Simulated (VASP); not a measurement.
# MoS2 (C2/m) in VASP: a series of runs

MoS2 is run at these levels: PBE+D3(BJ); tasks: single point.

Program: VASP 6.6.1. These are calculated values, not measurements. Logs are shortened: lines on timing, memory, paths and dates and some standing lists are left out, and cuts for length are marked.

**1. The cell of the first run**

It takes space group C2/m (No. 12, monoclinic). Conventional cell: a = 5.049 Å, b = 3.134 Å, c = 6.188 Å, α = 90.00°, β = 105.78°, γ = 90.00°. Within 3.2 Å of Mo (site symmetry 2/m) lie 6 S at 2.35 to 2.42 Å and 6 Mo at 2.97 to 3.13 Å. S (site symmetry m) has 4 Mo at 2.35 to 3.61 Å and 12 S at 2.97 to 3.73 Å within 3.8 Å.

**2. Single point, PBE+D3(BJ) (atoms displaced along a vibrational mode, the cell strained)**

Input file INCAR:

```
SYSTEM = MoS2
PREC     = Accurate       ! precision mode
ENCUT    = 520            ! plane-wave cutoff, eV
EDIFF    = 1E-6           ! SCF threshold, eV
ISMEAR   = 0              ! smearing method
SIGMA    = 0.15           ! smearing width, eV
LREAL    = .False.        ! projectors in reciprocal space
LASPH    = .True.         ! aspherical terms in the spheres
NELM     = 100            ! most SCF steps
ALGO     = Normal         ! electronic algorithm
ISIF     = 2              ! what is computed and relaxed
LWAVE    = .False.        ! write WAVECAR
LCHARG   = .True.         ! write CHGCAR
GGA      = PE             ! functional
IVDW     = 12             ! dispersion correction
LELF     = .True.         ! ELF
LVHAR    = .True.       
NBANDS   = 20             ! bands
```

Input file KPOINTS:

```
regular mesh
0
Gamma
  15 15 15
  0 0 0
```

Input file POSCAR:

```
MoS2
1.0
    1.5671157387      0.8414404650      5.9549887142
   -1.5671157387      0.8414404650      5.9549887142
    0.0000000000     -1.6828809301      5.9549887142
Mo S
1 2
Direct
    0.0000000000      0.0000000000      0.0000000000
    0.7315023783      0.7315023783      0.8061065869
    0.2684976217      0.2684976217      0.1938934131
```

Potentials or basis: VASP PAW PBE potentials, release 64 (Mo_sv, S).

The run is started by

```console
$ cat potpaw_PBE.64/Mo_sv/POTCAR potpaw_PBE.64/S/POTCAR > POTCAR
$ mpirun -np 1 vasp_std > vasp.out
```

OUTCAR:

```text
SYSTEM = MoS2
   PREC = Accurate
   ENCUT = 520
   EDIFF = 1E-6
   ISMEAR = 0
   LREAL = .False.
   LASPH = .True.
   NELM = 100
   ISIF = 2
   GGA = PE
   IVDW = 12
 IVDW          = 12

 ion  position               nearest neighbor table
   1  0.000  0.000  0.000-   2 2.35   2 2.35   3 2.35   3 2.35   2 2.42   3 2.42
   2  0.732  0.732  0.806-   1 2.35   1 2.35   1 2.42
   3  0.268  0.268  0.194-   1 2.35   1 2.35   1 2.42

  LATTYP: Found a base centered monoclinic cell.
 ALAT       =     5.0486427902
 B/A-ratio  =     0.6208067411
 C/A-ratio  =     1.2257181089
 COS(beta)  =    -0.2719494237

  Lattice vectors:

 A1 = (   1.5671157387,   2.5243213951,   0.0000000000)
 A2 = (  -1.5671157387,   2.5243213951,   0.0000000000)
 A3 = (   0.0000000000,  -1.6828809301,   5.9549887142)

Analysis of symmetry for initial positions (statically):
=====================================================================
 Subroutine PRICEL returns:
 Original cell was already a primitive cell.

 Routine SETGRP: Setting up the symmetry group for a
 base centered monoclinic supercell.

 Subroutine GETGRP returns: Found  4 space group operations
 (whereof  4 operations were pure point group operations)
 out of a pool of  4 trial point group operations.

The static configuration has the point symmetry C_2h.

Analysis of symmetry for dynamics (positions and initial velocities):
=====================================================================
 Subroutine PRICEL returns:
 Original cell was already a primitive cell.

 Routine SETGRP: Setting up the symmetry group for a
 base centered monoclinic supercell.

 Subroutine GETGRP returns: Found  4 space group operations
 (whereof  4 operations were pure point group operations)
 out of a pool of  4 trial point group operations.

The dynamic configuration has the point symmetry C_2h.

 Subroutine INISYM returns: Found  4 space group operations
 (whereof  4 operations are pure point group operations),
 and found     1 'primitive' translations

----------------------------------------------------------------------------------------

                                     Primitive cell

  volume of cell :      47.1147

  direct lattice vectors                    reciprocal lattice vectors
     1.567115739  0.841440465  5.954988714     0.319057481  0.198073035  0.055975477
    -1.567115739  0.841440465  5.954988714    -0.319057481  0.198073035  0.055975477
     0.000000000 -1.682880930  5.954988714     0.000000000 -0.396146070  0.055975477

  length of vectors
     6.214962943  6.214962943  6.188212893     0.379689159  0.379689159  0.400081195

  position of ions in fractional coordinates (direct lattice)
     0.000000000  0.000000000  0.000000000
     0.731502378  0.731502378  0.806106587
     0.268497622  0.268497622  0.193893413

  ion indices of the primitive-cell ions
   primitive index   ion index
                 1           1
                 2           2
                 3           3

----------------------------------------------------------------------------------------

 KPOINTS: regular mesh

Automatic generation of k-mesh.
 Grid dimensions read from file:
 generate k-points for:   15   15   15

 Generating k-lattice:

  Cartesian coordinates                     Fractional coordinates (reciprocal lattice)
     0.021270499  0.013204869  0.003731698     0.066666667  0.000000000  0.000000000
    -0.021270499  0.013204869  0.003731698     0.000000000  0.066666667  0.000000000
     0.000000000 -0.026409738  0.003731698     0.000000000  0.000000000  0.066666667

  Length of vectors
     0.025312611  0.025312611  0.026672080

  Shift w.r.t. Gamma in fractional coordinates (k-lattice)
     0.000000000  0.000000000  0.000000000

 Subroutine IBZKPT returns following result:
 ===========================================

 Found    904 irreducible k-points:

 Following reciprocal coordinates:
            Coordinates               Weight
  0.000000  0.000000  0.000000      1.000000
  0.066667 -0.000000  0.000000      4.000000
  0.133333  0.000000  0.000000      4.000000
  0.200000  0.000000  0.000000      4.000000
  0.266667  0.000000  0.000000      4.000000
  0.333333  0.000000  0.000000      4.000000
[... 16 lines left out ...]
  0.133333  0.133333  0.000000      2.000000
  0.200000  0.133333  0.000000      4.000000
 [... further k-points ...]
   k-points           NKPTS =    904   k-points in BZ     NKDIM =    904   number of bands    NBANDS=     20
   number of dos      NEDOS =    301   number of ions     NIONS =      3
   total plane-waves  NPLWV = 110592
   dimension x,y,z NGX =    48 NGY =   48 NGZ =   48
   dimension x,y,z NGXF=    96 NGYF=   96 NGZF=   96
   ions per type =               1   2
   NGX,Y,Z   is equivalent  to a cutoff of  12.84, 12.84, 12.90 a.u.
   NGXF,Y,Z  is equivalent  to a cutoff of  25.68, 25.68, 25.79 a.u.
 SYSTEM =  MoS2
   PREC   = accura    normal or accurate (medium, high low for compatibility)
   ISTART =      0    job   : 0-new  1-cont  2-samecut
   ICHARG =      2    charge: 1-file 2-atom 10-const
   ISPIN  =      1    spin polarized calculation?
   LNONCOLLINEAR =      F non collinear calculations
   LSORBIT =      F    spin-orbit coupling
   LASPH  =      T    aspherical Exc in radial PAW
   ENCUT  =  520.0 eV  38.22 Ry    6.18 a.u.  11.56 11.56 11.51*2*pi/ulx,y,z
   NELM   =    100;   NELMIN=  2; NELMDL= -5     # of ELM steps
   EDIFF  = 0.1E-05   stopping-criterion for ELM
   LREAL  =      F    real-space projection
   EDIFFG = 0.1E-04   stopping-criterion for IOM
   NSW    =      0    number of steps for IOM
   IBRION =     -1    ionic relax: 0-MD 1-quasi-New 2-CG
   NFREE  =      0    steps in history (QN), initial steepest desc. (CG)
   ISIF   =      2    stress and relaxation
   ISYM   =      2    0-nonsym 1-usesym 2-fastsym
   POTIM  = 0.5000    time-step for ionic-motion
   TEBEG  =    0.0;   TEEND  =   0.0 temperature during run
   PSTRESS=    0.0 pullay stress
   NELECT =      26.0000    total number of electrons
   NUPDOWN=      -1.0000    fix difference up-down
   EMIN   =  10.00;   EMAX   =-10.00  energy-range for DOS
   EFERMI =   0.00;   METHOD = LEGACY
   ISMEAR =     0;   SIGMA  =   0.15  broadening in eV -4-tet -1-fermi 0-gaus
   EFERMI_NEDOS =   21; number of points for ismear=-14 and -15
   IALGO  =     38    algorithm
   IMIX   =      4    mixing-type and parameters
     AMIX     =   0.40;   BMIX     =  1.00
     AMIX_MAG =   1.60;   BMIX_MAG =  1.00
  volume/ion in A,a.u.               =      15.70       105.98
  Fermi-wavevector in a.u.,A,eV,Ry     =   1.342807  2.537538 24.533097  1.803132
  Thomas-Fermi vector in A             =   2.470932
   LORBIT       =      0    0 simple, 1 ext, 2 COOP (PROOUT), +10 PAW based schemes
   GGA     = PE    functional components
   LHFCALC =     F    Hartree Fock is set to
   AEXX    =    0.0000 exact exchange contribution
   IVDW    =    12    specifies the selected vdW correction
   LEPSILON=     F    determine dielectric tensor
   LRPA    =     F    only Hartree local field effects (RPA)
 non-spin polarized calculation
 Gauss-broadening in eV      SIGMA  =   0.15
  energy-cutoff  :      520.00
  volume of cell :       47.11
 maximum number of plane-waves:      1294
   NGX = 23   NGY = 23   NGZ = 23

 number of electron      26.0000001 magnetization

 Free energy of the ion-electron system (eV)
  ---------------------------------------------------
  ext. energy  EPLUGINS =         0.00000000
  ---------------------------------------------------
  free energy    TOTEN  =       -20.56008965 eV

  energy without entropy =      -20.55194689  energy(sigma->0) =      -20.55601827

 E-fermi :   9.3823     XC(G=0): -11.5921

 val. band max:        9.3774778128   @ k =  -0.4667   0.3333   0.0667
 cond. band min:       9.3847474952   @ k =  -0.2000   0.0667   0.3333
 fundamental gap:      0.0072696824
 Fermi energy:         9.3823064598

 k-point     1 :       0.0000    0.0000    0.0000
  band No.  band energies     occupation
      1     -52.2098      2.00000
      2     -26.4067      2.00000
      3     -26.1774      2.00000
      4     -25.9751      2.00000
      5      -6.3772      2.00000
      6      -4.5258      2.00000
[... 12 lines left out ...]
     19      17.2206      0.00000
     20      18.4886      0.00000

 k-point     2 :       0.0667   -0.0000    0.0000
  band No.  band energies     occupation
      1     -52.2068      2.00000
      2     -26.4014      2.00000
      3     -26.1965      2.00000
      4     -25.9881      2.00000
      5      -6.2938      2.00000
      6      -4.5072      2.00000
[... 12 lines left out ...]
     19      17.4246      0.00000
     20      18.5580      0.00000

 k-point     3 :       0.1333    0.0000    0.0000
  band No.  band energies     occupation
      1     -52.1985      2.00000
      2     -26.3864      2.00000
      3     -26.2557      2.00000
      4     -26.0193      2.00000
      5      -6.0505      2.00000
      6      -4.4515      2.00000
[... 12 lines left out ...]
     19      17.7719      0.00000
     20      18.7680      0.00000

 k-point     4 :       0.2000    0.0000    0.0000
  band No.  band energies     occupation
      1     -52.1861      2.00000
      2     -26.3655      2.00000
      3     -26.3507      2.00000
      4     -26.0546      2.00000
      5      -5.6698      2.00000
      6      -4.3584      2.00000
[... 12 lines left out ...]
     19      18.0685      0.00000
     20      19.1062      0.00000

 k-point     5 :       0.2667    0.0000    0.0000
  band No.  band energies     occupation
      1     -52.1718      2.00000
      2     -26.4688      2.00000
      3     -26.3382      2.00000
      4     -26.0870      2.00000
      5      -5.1991      2.00000
      6      -4.2200      2.00000
[... 12 lines left out ...]
     19      17.5948      0.00000
     20      19.3812      0.00000

 k-point     6 :       0.3333    0.0000    0.0000
  band No.  band energies     occupation
      1     -52.1582      2.00000
      2     -26.5820      2.00000
      3     -26.3136      2.00000
      4     -26.1141      2.00000
      5      -4.7439      2.00000
      6      -3.9964      2.00000
[... 12 lines left out ...]
     19      17.1521      0.00000
     20      18.1692      0.00000

 k-point     7 :       0.4000   -0.0000    0.0000
  band No.  band energies     occupation
      1     -52.1475      2.00000
      2     -26.6706      2.00000
      3     -26.2943      2.00000
      4     -26.1338      2.00000
      5      -4.4594      2.00000
      6      -3.6418      2.00000
[... 12 lines left out ...]
     19      17.0187      0.00000
     20      17.1651      0.00000
[... 277 lines left out ...]
 k-point    20 :      -0.2000    0.0667   -0.0000
  band No.  band energies     occupation
      1     -52.1792      2.00000
      2     -26.4131      2.00000
      3     -26.3502      2.00000
      4     -26.0726      2.00000
      5      -5.4131      2.00000
      6      -4.3071      2.00000
[... 12 lines left out ...]
     19      17.9717      0.00000
     20      19.3968      0.00000

 k-point    21 :      -0.1333    0.0667    0.0000
  band No.  band energies     occupation
      1     -52.1922      2.00000
      2     -26.3741      2.00000
      3     -26.3146      2.00000
      4     -26.0321      2.00000
      5      -5.8383      2.00000
      6      -4.4103      2.00000
[... 12 lines left out ...]
     19      18.1108      0.00000
     20      19.0715      0.00000

 k-point    22 :      -0.0667    0.0667    0.0000
  band No.  band energies     occupation
      1     -52.2020      2.00000
      2     -26.3920      2.00000
      3     -26.2405      2.00000
      4     -25.9994      2.00000
      5      -6.1418      2.00000
      6      -4.4765      2.00000
[... 12 lines left out ...]
     19      17.6601      0.00000
     20      18.6787      0.00000

 k-point    23 :       0.1333    0.1333    0.0000
  band No.  band energies     occupation
      1     -52.1951      2.00000
      2     -26.3828      2.00000
      3     -26.2093      2.00000
      4     -26.0909      2.00000
      5      -6.0013      2.00000
      6      -4.4295      2.00000
[... 12 lines left out ...]
     19      17.8505      0.00000
     20      19.3970      0.00000

 k-point    24 :       0.2000    0.1333    0.0000
  band No.  band energies     occupation
      1     -52.1861      2.00000
      2     -26.3676      2.00000
      3     -26.2598      2.00000
      4     -26.1324      2.00000
      5      -5.7439      2.00000
      6      -4.3632      2.00000
[... 12 lines left out ...]
     19      17.9133      0.00000
     20      19.2317      0.00000

 [... further k-points ...]

------------------------ aborting loop because EDIFF is reached ----------------------------------------

 Edisp (eV)   -1.45241

 E8    (eV) :    -0.5859

  FORCE on cell =-STRESS in cart. coord.  units (eV):
  Direction    XX          YY          ZZ          XY          YZ          ZX
  --------------------------------------------------------------------------------------
  -------------------------------------------------------------------------------------
  Total       2.41225     5.57349     2.95474     0.00000     2.15775     0.00000
  in kB      82.03070   189.53155   100.47843     0.00000    73.37622     0.00000
  external pressure =      124.01 kB  Pullay stress =        0.00 kB

 VOLUME and BASIS-vectors are now :
 -----------------------------------------------------------------------------
  energy-cutoff  :      520.00
  volume of cell :       47.11
      direct lattice vectors                 reciprocal lattice vectors
     1.567115739  0.841440465  5.954988714     0.319057481  0.198073035  0.055975477
    -1.567115739  0.841440465  5.954988714    -0.319057481  0.198073035  0.055975477
     0.000000000 -1.682880930  5.954988714     0.000000000 -0.396146070  0.055975477

 POSITION                                       TOTAL-FORCE (eV/Angst)
 -----------------------------------------------------------------------------------
      0.00000      0.00000      0.00000         0.000000      0.000000      0.000000
      0.00000     -0.12555     13.51253         0.000000      0.738057      0.882672
      0.00000      0.12555      4.35243         0.000000     -0.738057     -0.882672
 -----------------------------------------------------------------------------------
    total drift:                                0.000000     -0.000000      0.000000

  FREE ENERGIE OF THE ION-ELECTRON SYSTEM (eV)
  ---------------------------------------------------
  free  energy   TOTEN  =       -22.0124998788 eV

  energy  without entropy=      -22.0043571208  energy(sigma->0) =      -22.00842850
```

Run time: 26 min. Hardware: 1 thread of Intel Xeon Platinum 8488C (Sapphire Rapids), shared host; peak memory 0.93 GiB.

Results:

| Property | Result |
| --- | --- |
| Free energy | -22.0125 eV |
| Pressure | 12.4 GPa |
| Largest force | 1.151 eV/Å |
| Band gap on the k mesh | zero (bands 13 and 14 overlap by 0.61 eV) |
| Dispersion energy per atom | -0.484 eV |

Forces in eV/Å, atoms in the order of the input:
```
Mo   0.000  0.000  0.000
S    0.000  0.738  0.883
S    0.000 -0.738 -0.883
```

Stress tensor (GPa, compression positive):
```
 8.20  0.00  0.00
 0.00 18.95  7.34
 0.00  7.34 10.05
```

Caveat: the cell differs from its parent crystal (atoms displaced along a vibrational mode, the cell strained); the stress differs along the axes, from 8 to 19 GPa; forces of over 1 eV/Å act on the atoms, so gaps and moduli don't describe the material at rest.

**3. Single point, PBE+D3(BJ) (atoms displaced along a vibrational mode, the cell strained)**

Input file INCAR:

```
ALGO = Normal
EDIFF = 1E-6
ENCUT = 520
GGA = PE
ISIF = 2
ISMEAR = 0
IVDW = 12
LASPH = T
LCHARG = F
LREAL = F
LWAVE = F
NBANDS = 20
NELM = 60
PREC = Accurate
SIGMA = 0.15
```

Input file KPOINTS:

```
k-points
0
Gamma
  15 15 15
```

Input file POSCAR:

```
MoS2
1.0
    1.5671157387      0.8414404650      5.9549887142
   -1.5671157387      0.8414404650      5.9549887142
    0.0000000000     -1.6828809301      5.9549887142
Mo S
1 2
Direct
    0.0000000000      0.0000000000      0.0000000000
    0.7812385173      0.7812385173      0.7066343087
    0.2187614827      0.2187614827      0.2933656913
```

Potentials or basis: VASP PAW PBE potentials, release 64 (Mo_sv, S).

The run is started by

```console
$ cat potpaw_PBE.64/Mo_sv/POTCAR potpaw_PBE.64/S/POTCAR > POTCAR
$ mpirun -np 1 vasp_std > vasp.out
```

Wall time 25 min (1 thread of Intel Xeon Platinum 8488C (Sapphire Rapids), shared host); peak memory 0.93 GiB.

Results (log left out):

```
Free energy                : -21.7555 eV
Pressure                   : 15.5 GPa
Largest force              : 2.378 eV/Å
Band gap on the k mesh     : zero (bands 13 and 14 overlap by 0.54 eV)
Dispersion energy per atom : -0.484 eV
```

Forces on the atoms (eV/Å):
```
Mo   0.000  0.000  0.000
S    0.000 -1.928  1.392
S    0.000  1.928 -1.392
```

Stress tensor (GPa, compression positive):
```
 -0.74   0.00   0.00
  0.00  31.78 -19.82
  0.00 -19.82  15.51
```

Levels at points of the mesh, in eV from the Fermi level:
| k point | band 10 | band 11 | band 12 | band 13 | band 14 | band 15 | band 16 | band 17 |
| --- | --- | --- | --- | --- | --- | --- | --- | --- |
| (0.00, 0.00, 0.00) | -1.99 | -1.64 | -0.76 | -0.48 | 0.06 | 0.67 | 3.00 | 3.79 |

Caveat: the cell differs from its parent crystal (atoms displaced along a vibrational mode, the cell strained); the stress differs along the axes, from -1 to 32 GPa; forces of over 1 eV/Å act on the atoms, so gaps and moduli don't describe the material at rest.
